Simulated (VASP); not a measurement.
# BaS (Fm-3m) in VASP: further runs, part 2 of 3

VASP 6.6.1. Earlier steps stand in the parts before.

**4. Single point, PBEsol (strained)**

Contents of INCAR:

```
SYSTEM = BaS
ALGO = Normal ; EDIFF = 1E-7
ENCUT = 520 ; GGA = PS
ISIF = 2 ; ISMEAR = 0
LASPH = .TRUE. ; LCHARG = .FALSE.
LREAL = .FALSE. ; LWAVE = .FALSE.
NBANDS = 15 ; NELM = 60
PREC = Accurate ; SIGMA = 0.02
```

Contents of KPOINTS:

```
k-points
0
G
  8 8 8
  0 0 0
```

Contents of POSCAR:

```
BaS
1.0
    0.0000000000      3.1512092500      3.1512092500
    3.1512092500      0.0000000000      3.1512092500
    3.1512092500      3.1512092500      0.0000000000
Ba S
1 1
Direct
    0.0000000000      0.0000000000      0.0000000000
    0.5000000000      0.5000000000      0.5000000000
```

Potentials or basis: VASP PAW PBE potentials, release 64 (Ba_sv, S).

Launch:

```sh
$ cat potpaw_PBE.64/Ba_sv/POTCAR potpaw_PBE.64/S/POTCAR > POTCAR
$ mpirun -np 1 vasp_std > vasp.out
```

OUTCAR:

```text
SYSTEM = BaS
   EDIFF = 1E-7
   ENCUT = 520
   GGA = PS
   ISIF = 2
   ISMEAR = 0
   LASPH = .TRUE.
   LREAL = .FALSE.
   NELM = 60
   PREC = Accurate

 ion  position               nearest neighbor table
   1  0.000  0.000  0.000-   2 3.15   2 3.15   2 3.15   2 3.15   2 3.15   2 3.15
   2  0.500  0.500  0.500-   1 3.15   1 3.15   1 3.15   1 3.15   1 3.15   1 3.15

  LATTYP: Found a face centered cubic cell.
 ALAT       =     6.3024185000

  Lattice vectors:

 A1 = (   0.0000000000,   3.1512092500,   3.1512092500)
 A2 = (   3.1512092500,   0.0000000000,   3.1512092500)
[... 610 lines left out ...]
     11       8.3372      0.00000
     12       8.6029      0.00000
     13       9.5784      0.00000
     14      10.4919      0.00000
     15      11.2435      0.00000

 [... further k-points ...]
[... 5 lines left out ...]
  --------------------------------------------------------------------------------------
  -------------------------------------------------------------------------------------
  Total        0.5438393      0.5438393      0.5438393      0.0000000      0.0000000      0.0000000
  in kB       13.9225702     13.9225702     13.9225702      0.0000000      0.0000000      0.0000000
  external PRESSURE =      13.9225702 kB  Pullay stress =       0.0000000 kB

 VOLUME and BASIS-vectors are now :
 -----------------------------------------------------------------------------
  energy-cutoff  :      520.00
  volume of cell :       62.58
      direct lattice vectors                 reciprocal lattice vectors
     0.000000000  3.151209250  3.151209250    -0.158669247  0.158669247  0.158669247
     3.151209250  0.000000000  3.151209250     0.158669247 -0.158669247  0.158669247
     3.151209250  3.151209250  0.000000000     0.158669247  0.158669247 -0.158669247

 POSITION                                       TOTAL-FORCE (eV/Angst)
 -----------------------------------------------------------------------------------
      0.00000      0.00000      0.00000         0.000000     -0.000000      0.000000
      3.15121      3.15121      3.15121        -0.000000      0.000000     -0.000000
 -----------------------------------------------------------------------------------
    total drift:                                0.000000      0.000000      0.000000

  FREE ENERGIE OF THE ION-ELECTRON SYSTEM (eV)
  ---------------------------------------------------
  free  energy   TOTEN  =       -10.7114824005 eV

  energy  without entropy=      -10.7114824005  energy(sigma->0) =      -10.71148240
```

OSZICAR:

```text
N       E                     dE             d eps       ncg     rms          rms(c)
DAV:   1     0.820472085793E+02    0.82047E+02   -0.68895E+03   870   0.931E+02
DAV:   2    -0.630534488080E+01   -0.88353E+02   -0.79744E+02  1211   0.167E+02
DAV:   3    -0.110468091690E+02   -0.47415E+01   -0.47073E+01  1187   0.413E+01
DAV:   4    -0.111339901911E+02   -0.87181E-01   -0.87160E-01  1125   0.566E+00
DAV:   5    -0.111360988062E+02   -0.21086E-02   -0.21086E-02  1191   0.698E-01    0.489E+00
DAV:   6    -0.107161859740E+02    0.41991E+00   -0.54573E-01  1017   0.452E+00    0.337E+00
DAV:   7    -0.107068973089E+02    0.92887E-02   -0.13763E-01  1067   0.209E+00    0.180E+00
DAV:   8    -0.107117267567E+02   -0.48294E-02   -0.19198E-02   989   0.901E-01    0.219E-01
DAV:   9    -0.107110980994E+02    0.62866E-03   -0.28329E-03  1115   0.340E-01    0.101E-01
DAV:  10    -0.107114835742E+02   -0.38547E-03   -0.47683E-04   933   0.157E-01    0.283E-02
DAV:  11    -0.107114814770E+02    0.20971E-05   -0.58254E-05  1150   0.509E-02    0.540E-03
DAV:  12    -0.107114824159E+02   -0.93884E-06   -0.52244E-06  1019   0.135E-02    0.681E-03
DAV:  13    -0.107114824005E+02    0.15373E-07   -0.48767E-07  1058   0.466E-03
   1 F= -.10711482E+02 E0= -.10711482E+02  d E =-.343784E-37
```

Wall time 12 s (1 thread of Intel Xeon 6975P-C (Granite Rapids), shared host); peak memory 0.21 GiB.

What came out:

```
Free energy            : -10.7115 eV
Pressure               : 1.4 GPa
Band gap on the k mesh : 1.91 eV (least direct gap 2.02 eV)
```

Levels at points of the mesh, in eV from the valence-band top:
| k point | band 6 | band 7 | band 8 | band 9 | band 10 | band 11 |
| --- | --- | --- | --- | --- | --- | --- |
| (0.00, 0.00, 0.00) | 0.00 | 0.00 | 0.00 | 3.61 | 3.78 | 3.78 |
| (0.50, 0.00, 0.00) | -2.09 | -1.19 | -1.19 | 5.60 | 5.65 | 6.41 |
| (0.50, 0.50, 0.00) | -0.49 | -0.12 | -0.12 | 1.91 | 6.00 | 6.17 |

Caveat: the cell differs from its parent crystal (strained); the PAW data sets were made with another functional, which shifts forces and pressure a little; spin-orbit coupling is left out, which moves the levels of the heavy elements.

**5. Single point, PBEsol (strained)**

Contents of INCAR:

```
SYSTEM = BaS
PREC     = Accurate       ! precision mode
ENCUT    = 520            ! plane-wave cutoff, eV
EDIFF    = 1E-7           ! SCF threshold, eV
ISMEAR   = 0              ! smearing method
SIGMA    = 0.02           ! smearing width, eV
LREAL    = .FALSE.        ! projectors in reciprocal space
LASPH    = .TRUE.         ! aspherical terms in the spheres
NELM     = 100            ! most SCF steps
ALGO     = Normal         ! electronic algorithm
ISIF     = 2              ! what is computed and relaxed
LWAVE    = .FALSE.        ! write WAVECAR
LCHARG   = .TRUE.         ! write CHGCAR
GGA      = PS             ! functional
LELF     = .TRUE.         ! ELF
LVHAR    = .TRUE.       
NBANDS   = 15             ! bands
```

Contents of KPOINTS:

```
regular mesh
0
G
  8 8 8
  0 0 0
```

Contents of POSCAR:

```
BaS
1.0
    0.0000000000      3.1485584375      3.1485584375
    3.1485584375      0.0000000000      3.1485584375
    3.1485584375      3.1485584375      0.0000000000
Ba S
1 1
Direct
    0.0000000000      0.0000000000      0.0000000000
    0.5000000000      0.5000000000      0.5000000000
```

Potentials or basis: VASP PAW PBE potentials, release 64 (Ba_sv, S).

Launch:

```sh
$ cat potpaw_PBE.64/Ba_sv/POTCAR potpaw_PBE.64/S/POTCAR > POTCAR
$ mpirun -np 1 vasp_std > vasp.out
```

OUTCAR:

```text
SYSTEM = BaS
   PREC = Accurate
   ENCUT = 520
   EDIFF = 1E-7
   ISMEAR = 0
   LREAL = .FALSE.
   LASPH = .TRUE.
   NELM = 100
   ISIF = 2
   GGA = PS

 ion  position               nearest neighbor table
   1  0.000  0.000  0.000-   2 3.15   2 3.15   2 3.15   2 3.15   2 3.15   2 3.15
   2  0.500  0.500  0.500-   1 3.15   1 3.15   1 3.15   1 3.15   1 3.15   1 3.15

  LATTYP: Found a face centered cubic cell.
 ALAT       =     6.2971168750

  Lattice vectors:

 A1 = (   0.0000000000,   3.1485584375,   3.1485584375)
 A2 = (   3.1485584375,   0.0000000000,   3.1485584375)
 A3 = (   3.1485584375,   3.1485584375,   0.0000000000)

Analysis of symmetry for initial positions (statically):
=====================================================================
 Subroutine PRICEL returns:
 Original cell was already a primitive cell.

 Routine SETGRP: Setting up the symmetry group for a
 face centered cubic supercell.

 Subroutine GETGRP returns: Found 48 space group operations
 (whereof 48 operations were pure point group operations)
 out of a pool of 48 trial point group operations.

The static configuration has the point symmetry O_h .

Analysis of symmetry for dynamics (positions and initial velocities):
=====================================================================
 Subroutine PRICEL returns:
 Original cell was already a primitive cell.

 Routine SETGRP: Setting up the symmetry group for a
 face centered cubic supercell.

 Subroutine GETGRP returns: Found 48 space group operations
 (whereof 48 operations were pure point group operations)
 out of a pool of 48 trial point group operations.

The dynamic configuration has the point symmetry O_h .

 Subroutine INISYM returns: Found 48 space group operations
 (whereof 48 operations are pure point group operations),
 and found     1 'primitive' translations

----------------------------------------------------------------------------------------

[... 116 lines left out ...]
   LORBIT       =      0    0 simple, 1 ext, 2 COOP (PROOUT), +10 PAW based schemes
   GGA     = PS    functional components
   LHFCALC =     F    Hartree Fock is set to
   AEXX    =    0.0000 exact exchange contribution
   IVDW    =     0    specifies the selected vdW correction
   LEPSILON=     F    determine dielectric tensor
   LRPA    =     F    only Hartree local field effects (RPA)
 non-spin polarized calculation
 Gauss-broadening in eV      SIGMA  =   0.02
  energy-cutoff  :      520.00
  volume of cell :       62.43
 maximum number of plane-waves:      1705
 NGX is ok and might be reduce to    36
   NGX = 17   NGY = 17   NGZ = 17

 number of electron      15.9999998 magnetization

 Free energy of the ion-electron system (eV)
  ---------------------------------------------------
  ext. energy  EPLUGINS =         0.00000000
  ---------------------------------------------------
  free energy    TOTEN  =       -10.71002917 eV

  energy without entropy =      -10.71002917  energy(sigma->0) =      -10.71002917

 E-fermi :   1.7558     XC(G=0):  -9.0029

 val. band max:        1.5707076150   @ k =   0.0000   0.0000   0.0000
 cond. band min:       3.4706298974   @ k =   0.5000   0.5000   0.0000
 fundamental gap:      1.8999222824
 Fermi energy:         1.7557784109

 k-point     1 :       0.0000    0.0000    0.0000
  band No.  band energies     occupation
      1     -24.3359      2.00000
      2      -9.3725      2.00000
      3      -9.3725      2.00000
      4      -9.3725      2.00000
      5      -8.8501      2.00000
      6       1.5707      2.00000
      7       1.5707      2.00000
      8       1.5707      2.00000
      9       5.1884      0.00000
     10       5.3520      0.00000
     11       5.3520      0.00000
     12       5.3520      0.00000
     13       6.3528      0.00000
     14       6.3528      0.00000
[... 401 lines left out ...]
      2     -10.5073      2.00000
      3      -9.6077      2.00000
      4      -9.4994      2.00000
      5      -7.7238      2.00000
      6      -0.0245      2.00000
      7       0.6404      2.00000
      8       0.7390      2.00000
      9       6.2137      0.00000
     10       6.4248      0.00000
     11       8.3614      0.00000
     12       8.6312      0.00000
     13       9.6068      0.00000
     14      10.5200      0.00000
     15      11.2782      0.00000

 [... further k-points ...]
[... 5 lines left out ...]
  --------------------------------------------------------------------------------------
  -------------------------------------------------------------------------------------
  Total        0.5941642      0.5941642      0.5941642      0.0000000     -0.0000000      0.0000000
  in kB       15.2493673     15.2493673     15.2493673      0.0000000     -0.0000000      0.0000000
  external PRESSURE =      15.2493673 kB  Pullay stress =       0.0000000 kB

 VOLUME and BASIS-vectors are now :
 -----------------------------------------------------------------------------
  energy-cutoff  :      520.00
  volume of cell :       62.43
      direct lattice vectors                 reciprocal lattice vectors
     0.000000000  3.148558438  3.148558438    -0.158802833  0.158802833  0.158802833
     3.148558438  0.000000000  3.148558438     0.158802833 -0.158802833  0.158802833
     3.148558438  3.148558438  0.000000000     0.158802833  0.158802833 -0.158802833

 POSITION                                       TOTAL-FORCE (eV/Angst)
 -----------------------------------------------------------------------------------
      0.00000      0.00000      0.00000         0.000000      0.000000      0.000000
      3.14856      3.14856      3.14856        -0.000000      0.000000     -0.000000
 -----------------------------------------------------------------------------------
    total drift:                                0.000000      0.000000      0.000000

  FREE ENERGIE OF THE ION-ELECTRON SYSTEM (eV)
  ---------------------------------------------------
  free  energy   TOTEN  =       -10.7100291714 eV

  energy  without entropy=      -10.7100291714  energy(sigma->0) =      -10.71002917
```

Run time: 13 s. Hardware: 1 thread of Intel Xeon 6975P-C (Granite Rapids), shared host; peak memory 0.21 GiB.

Results:

- Free energy: -10.7100 eV
- Pressure: 1.5 GPa
- Band gap on the k mesh: 1.90 eV (least direct gap 2.01 eV)

Caveat: the cell differs from its parent crystal (strained); the PAW data sets were made with another functional, which shifts forces and pressure a little; spin-orbit coupling is left out, which moves the levels of the heavy elements. A k mesh can miss the band edges.

(Continued in part 3 of 3.)
